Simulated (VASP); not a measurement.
Set up this calculation in VASP 6.6.1, as the native input.

```yaml
Task: single point
Functional: PBE
Potentials_or_basis: VASP PAW PBE potentials, release 64 (Cd_sv_GW, S)
Cutoff: 630 eV
k_mesh: 4 × 4 × 4
Occupations: gaussian, width 0.1 eV
Spin: no spin polarisation
Dipole_correction: no
Further_INCAR_settings: ALGO = Normal; EDIFF = 1e-06; NBANDS = 30
```

The structure of CdS4 lies in POSCAR:

```
CdS4
1.0
    4.6883412500      0.0000000000      0.0000000000
    0.0000000000      4.6883412500      0.0000000000
    0.0000000000      0.0000000000      6.1499471800
Cd S
1 4
Direct
    0.0000000000      0.0000000000      0.5000000000
    0.0000000000      0.5000000000      0.1530061900
    0.5000000000      0.0000000000      0.1530061900
    0.0000000000      0.5000000000      0.8469938100
    0.5000000000      0.0000000000      0.8469938100
```

The cell was generated, and may not be a known phase.

One way to write it, as run:

INCAR

```
SYSTEM = CdS4
PREC = Accurate
ENCUT = 630
EDIFF = 1E-6
ISMEAR = 0
SIGMA = 0.1
LREAL = .False.
LASPH = .True.
NELM = 120
ALGO = Normal
ISIF = 2
LWAVE = .False.
LCHARG = .True.
GGA = PE
LELF = .True.
LVHAR = .True.
NBANDS = 30
GGA_COMPAT = .False.
```

KPOINTS

```
Automatic mesh
0
Gamma
  4 4 4
  0 0 0
```

Potentials or basis: VASP PAW PBE potentials, release 64 (Cd_sv_GW, S).

Command:

```console
$ cat potpaw_PBE.64/Cd_sv_GW/POTCAR potpaw_PBE.64/S/POTCAR > POTCAR
$ mpirun -np 1 vasp_std > vasp.out
```

Results of the run:

```json
{"Pressure": "0.4 GPa", "Largest force": "1.314 eV/Å", "Band gap on the k mesh": "zero (bands 22 and 23 overlap by 1.61 eV)"}
```

Caveat: forces of over 1 eV/Å act on the atoms, so gaps and moduli don't describe the material at rest.

It took 56 s on 1 thread of AMD EPYC 9R45 96-Core Processor (Zen 5), with other jobs on the host, peak memory 0.3 GiB.
